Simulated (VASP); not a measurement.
# CrCuO2 (R-3m) in VASP: notebook, part 2 of 2

VASP 6.6.1. The steps go on from the part before.

**5. Single point, PBE+U, collinear spin, ferrimagnetic start**

INCAR reads:

```
PREC     = Accurate       # precision mode
ENCUT    = 600            # plane-wave cutoff, eV
EDIFF    = 1E-6           # SCF threshold, eV
ISMEAR   = -1             # smearing method
SIGMA    = 0.02           # smearing width, eV
LREAL    = F              # projectors in reciprocal space
LASPH    = T              # aspherical terms in the spheres
NELM     = 200            # most SCF steps
ALGO     = Normal         # electronic algorithm
ISIF     = 2              # what is computed and relaxed
LWAVE    = F              # write WAVECAR
LCHARG   = F              # write CHGCAR
ISPIN    = 2              # spin polarisation
MAGMOM   = 0.4 0 0 -1.2   # initial moments
LORBIT   = 11             # projections on sites
LMAXMIX  = 4              # l up to which the mixer works
LDAU     = T              # DFT+U
LDAUTYPE = 2            
LDAUL    = 2 -1 2         # shell
LDAUU    = 6.7 0 5.8      # U, eV
LDAUJ    = 0 0 0        
LDAUPRINT= 1            
GGA      = PE             # functional
NBANDS   = 30             # bands
GGA_COMPAT= F
```

KPOINTS reads:

```
regular mesh
0
Gamma
  8 8 8
```

POSCAR reads:

```
CrCuO2
1.0
    1.4867000100      0.8583466500      5.7000000000
   -1.4867000100      0.8583466500      5.7000000000
    0.0000000000     -1.7166933100      5.7000000000
Cu O Cr
1 2 1
Direct
    0.0000000000      0.0000000000      0.0000000000
    0.1079200000      0.1079200000      0.1079200000
    0.8920800000      0.8920800000      0.8920800000
    0.5000000000      0.5000000000      0.5000000000
```

Potentials or basis: VASP PAW PBE potentials, release 64 (Cu, O, Cr_pv).

Run with:

```
> cat potpaw_PBE.64/Cu/POTCAR potpaw_PBE.64/O/POTCAR potpaw_PBE.64/Cr_pv/POTCAR > POTCAR
> mpirun -np 1 vasp_std > vasp.out
```

OUTCAR:

```text
PREC = Accurate
   ENCUT = 600
   EDIFF = 1E-6
   ISMEAR = -1
   LREAL = F
   LASPH = T
   NELM = 200
   ISIF = 2
   ISPIN = 2
   LORBIT = 11
   GGA = PE

 ion  position               nearest neighbor table
   1  0.000  0.000  0.000-   2 1.85   3 1.85
   2  0.108  0.108  0.108-   1 1.85   4 1.99   4 1.99   4 1.99
   3  0.892  0.892  0.892-   1 1.85   4 1.99   4 1.99   4 1.99
   4  0.500  0.500  0.500-   2 1.99   2 1.99   3 1.99   3 1.99   2 1.99   3 1.99

  LATTYP: Found a trigonal (rhomboedric) cell.
 ALAT       =     5.9529014683
[... 1835 lines left out ...]
  volume of cell :       43.64
      direct lattice vectors                 reciprocal lattice vectors
     1.486700010  0.858346650  5.700000000     0.336315327  0.194171744  0.058479532
    -1.486700010  0.858346650  5.700000000    -0.336315327  0.194171744  0.058479532
     0.000000000 -1.716693310  5.700000000     0.000000000 -0.388343488  0.058479532

 POSITION                                       TOTAL-FORCE (eV/Angst)
 -----------------------------------------------------------------------------------
      0.00000      0.00000      0.00000         0.000000      0.000000      0.000000
      0.00000     -0.00000      1.84543         0.000000      0.000000     -0.747637
      0.00000     -0.00000     15.25457         0.000000     -0.000000      0.747637
      0.00000     -0.00000      8.55000         0.000000      0.000000      0.000000
 -----------------------------------------------------------------------------------
    total drift:                                0.000000      0.000000     -0.000000

  FREE ENERGIE OF THE ION-ELECTRON SYSTEM (eV)
  ---------------------------------------------------
  free  energy   TOTEN  =       -23.7921304498 eV

  energy  without entropy=      -23.7921304498  energy(sigma->0) =      -23.79213045

 total charge

# of ion       s       p       d       tot
------------------------------------------
    1        0.399   0.295   9.448  10.142
    2        1.548   3.534   0.000   5.082
    3        1.548   3.534   0.000   5.082
    4        0.312   6.366   3.992  10.671
--------------------------------------------------
tot          3.808  13.728  13.441  30.977

 magnetization (x)

# of ion       s       p       d       tot
------------------------------------------
    1       -0.011  -0.004   0.005  -0.010
    2        0.003   0.039   0.000   0.043
    3        0.003   0.039   0.000   0.043
    4       -0.030  -0.030  -2.947  -3.007
--------------------------------------------------
tot         -0.034   0.044  -2.942  -2.932
```

OSZICAR:

```text
N       E                     dE             d eps       ncg     rms          rms(c)
DAV:   1     0.389733031723E+03    0.38973E+03   -0.19535E+04  8352   0.178E+03
[... 17 lines left out ...]
DAV:  19    -0.237922030347E+02    0.17468E-05   -0.91225E-07  4562   0.114E-02    0.105E+00
DAV:  20    -0.237922010361E+02    0.19985E-05   -0.32575E-07  4376   0.705E-03    0.103E+00
DAV:  21    -0.237921912084E+02    0.98277E-05   -0.78872E-07  6170   0.310E-02    0.931E-01
DAV:  22    -0.237921646295E+02    0.26579E-04   -0.92041E-06 10022   0.126E-01    0.727E-01
DAV:  23    -0.237921378099E+02    0.26820E-04   -0.22044E-05 11476   0.183E-01    0.365E-01
DAV:  24    -0.237921312302E+02    0.65797E-05   -0.11963E-05 11646   0.103E-01    0.145E-01
DAV:  25    -0.237921304498E+02    0.78036E-06   -0.41143E-06  8752   0.449E-02
   1 F= -.23792130E+02 E0= -.23792130E+02  d E =-.176026E-13  mag=    -3.0000
```

Run time: 13 min. Hardware: 1 thread of Intel Xeon Platinum 8488C (Sapphire Rapids), shared host; peak memory 0.51 GiB.

What came out:

```yaml
Free_energy: -23.7921 eV
Pressure: 10.8 GPa
Largest_force: 0.748 eV/Å
Band_gap_on_the_k_mesh: 2.55 eV (least direct gap 3.10 eV)
Net_moment: -3.00 μB per cell
Site_moments: Cu -0.01; O +0.04; Cr -3.01 μB
Valence_electrons_inside_the_program's_atomic_spheres: Cu 10.14; O 5.08; Cr 10.67
```

Forces on the atoms (eV/Å):
```
Cu   0.000  0.000  0.000
O    0.000  0.000 -0.748
O    0.000  0.000  0.748
Cr   0.000  0.000  0.000
```

Eigenvalues of the final occupation matrices:
```csv
site,spin,trace,eigenvalues
site 1 d,1,4.74,0.88 0.96 0.96 0.97 0.97
site 1 d,2,4.73,0.88 0.96 0.96 0.97 0.97
site 4 d,1,0.53,0.04 0.04 0.04 0.21 0.21
site 4 d,2,3.49,0.30 0.30 0.96 0.96 0.96
```

Caveat: the stress differs along the axes, from 7 to 13 GPa. The state reached can hang on the start; a lower one may exist.

**6. Single point, PBE+U, collinear spin, ferromagnetic start**

INCAR reads:

```
SYSTEM = CrCuO2
PREC = Accurate
ENCUT = 600
EDIFF = 1E-6
ISMEAR = -1
SIGMA = 0.02
LREAL = .FALSE.
LASPH = .TRUE.
NELM = 200
ALGO = Normal
ISIF = 2
LWAVE = .FALSE.
LCHARG = .TRUE.
ISPIN = 2
MAGMOM = 0 0 0 3
LORBIT = 11
LMAXMIX = 4
LDAU = .TRUE.
LDAUTYPE = 2
LDAUL = 2 -1 2
LDAUU = 6.7 0 5.8
LDAUJ = 0 0 0
LDAUPRINT = 1
GGA = PE
LELF = .TRUE.
LVHAR = .TRUE.
NBANDS = 30
GGA_COMPAT = .FALSE.
```

KPOINTS reads:

```
regular mesh
0
G
  8 8 8
  0 0 0
```

POSCAR is that of step 5.

Potentials or basis: VASP PAW PBE potentials, release 64 (Cu, O, Cr_pv).

Run with:

```
> cat potpaw_PBE.64/Cu/POTCAR potpaw_PBE.64/O/POTCAR potpaw_PBE.64/Cr_pv/POTCAR > POTCAR
> mpirun -np 1 vasp_std > vasp.out
```

It took 8.4 min on 1 thread of Intel Xeon Platinum 8488C (Sapphire Rapids), shared host; peak memory 0.51 GiB.

It converged, with:

* Free energy: -23.7921 eV
* Pressure: 10.8 GPa
* Largest force: 0.746 eV/Å
* Band gap on the k mesh: 2.55 eV (least direct gap 3.10 eV)
* Net moment: 3.00 μB per cell
* Site moments: Cu +0.01; O -0.04; Cr +3.01 μB
* Valence electrons inside the program's atomic spheres: Cu 10.14; O 5.08; Cr 10.67

Forces on the atoms (eV/Å):
```
Cu   0.000  0.000  0.000
O    0.000  0.000 -0.746
O    0.000  0.000  0.746
Cr   0.000  0.000  0.000
```

Stress tensor (GPa, compression positive):
```
12.73  0.00  0.00
 0.00 12.73  0.00
 0.00  0.00  6.92
```

Levels at points of the mesh, in eV from the valence-band top:
Spin up:
```tsv
k point	band 17	band 18	band 19	band 20	band 21	band 22
(0.00, 0.00, 0.00)	-1.86	-1.57	-1.57	2.99	4.26	4.26
(0.50, 0.00, 0.00)	-1.73	-1.43	-0.15	3.67	4.10	4.33
(0.50, 0.50, 0.00)	-1.81	-1.47	-0.04	3.65	4.23	4.26
(0.50, 0.50, 0.50)	-1.41	-0.73	-0.73	4.12	4.12	4.24
```
Spin down:
```
           k point  band 12  band 13  band 14  band 15  band 16  band 17  band 18  band 19  band 20  band 21
(0.00, 0.00, 0.00)    -2.60    -1.94    -1.94    -1.64    -1.64     2.79     4.80     4.80     5.62     6.16
(0.50, 0.00, 0.00)    -3.09    -2.01    -1.71    -1.43    -0.13     3.42     4.93     5.57     5.86     6.10
(0.50, 0.50, 0.00)    -2.74    -2.16    -2.01    -1.72    -0.30     4.26     4.36     5.49     5.63     5.93
(0.50, 0.50, 0.50)    -3.14    -2.60    -2.60    -0.78    -0.78     4.25     4.79     4.79     5.37     6.04
```

Eigenvalues of the final occupation matrices:
```tsv
site	spin	trace	eigenvalues
site 1 d	1	4.73	0.88 0.96 0.96 0.97 0.97
site 1 d	2	4.74	0.88 0.96 0.96 0.97 0.97
site 4 d	1	3.49	0.30 0.30 0.96 0.96 0.96
site 4 d	2	0.53	0.04 0.04 0.04 0.21 0.21
```

Caveat: the stress differs along the axes, from 7 to 13 GPa; an empty level that is flat over the whole mesh can mark a ghost state of the potentials, or a narrow d or f band.
